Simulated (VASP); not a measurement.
Set up this calculation in VASP 6.6.1, as the native input.

```yaml
Task: relaxation of cell and atoms
Functional: PBE
Potentials_or_basis: VASP PAW PBE potentials, release 64 (In_d, Sb, As)
Cutoff: 600 eV
k_mesh: 12 × 12 × 4
Occupations: gaussian, width 0.1 eV
Spin: no spin polarisation
Dipole_correction: no
Further_INCAR_settings: ALGO = Fast; EDIFF = 1e-06; IBRION = 2; EDIFFG = -0.01; NSW = 100; ISIF = 3
```

The structure of In3SbAs2 lies in POSCAR:

```
In3SbAs2
1.0
    4.4842622540      0.0000000000      0.0000000000
   -2.2421311270      3.8834850292      0.0000000000
    0.0000000000      0.0000000000     10.9468862968
In Sb As
3 1 2
Direct
    0.0000000000      0.0000000000      0.0006287492
    0.3333333333      0.6666666667      0.6793550703
    0.6666666667      0.3333333333      0.3199971348
    0.3333333333      0.6666666667      0.4182735867
    0.0000000000      0.0000000000      0.7553964496
    0.6666666667      0.3333333333      0.0763490094
```

One way to write it, as run:

INCAR

```
SYSTEM = In3SbAs2
PREC = Accurate ; ENCUT = 600
EDIFF = 1E-6 ; ISMEAR = 0
SIGMA = 0.1 ; LREAL = .FALSE.
LASPH = .TRUE. ; NELM = 100
ALGO = Fast ; ISIF = 3
LWAVE = .FALSE. ; LCHARG = .FALSE.
GGA = PE ; IBRION = 2
NSW = 100 ; EDIFFG = -0.01
```

KPOINTS

```
Automatic mesh
0
G
  12 12 4
  0 0 0
```

Potentials or basis: VASP PAW PBE potentials, release 64 (In_d, Sb, As).

Run with:

```console
$ cat potpaw_PBE.64/In_d/POTCAR potpaw_PBE.64/Sb/POTCAR potpaw_PBE.64/As/POTCAR > POTCAR
$ mpirun -np 1 vasp_std > vasp.out
```

It gave:

```yaml
Relaxed_volume: 31.88 Å³/atom
Relaxed_cell: a = 4.483 Å, b = 4.483 Å, c = 10.991 Å, α = 90.00°, β = 90.00°, γ = 120.00°
Space_group_after_relaxing_to_0.1_Å: P3m1 (No. 156)
Energy_gained_by_relaxing: 0.2 meV/atom
Ionic_steps: 13
Pressure_after_relaxing: 0.0 GPa
Largest_force_after_relaxing: 0.009 eV/Å
Band_gap_on_the_k_mesh: zero (filled and empty bands touch)
```

Caveat: semilocal functionals underestimate gaps, so a narrow gap can read as zero; spin-orbit coupling is left out, which moves the levels of the heavy elements.

It took 58 min on 1 thread of Oxide Virtual Turin-like Processor, on a shared host, peak memory 0.67 GiB.
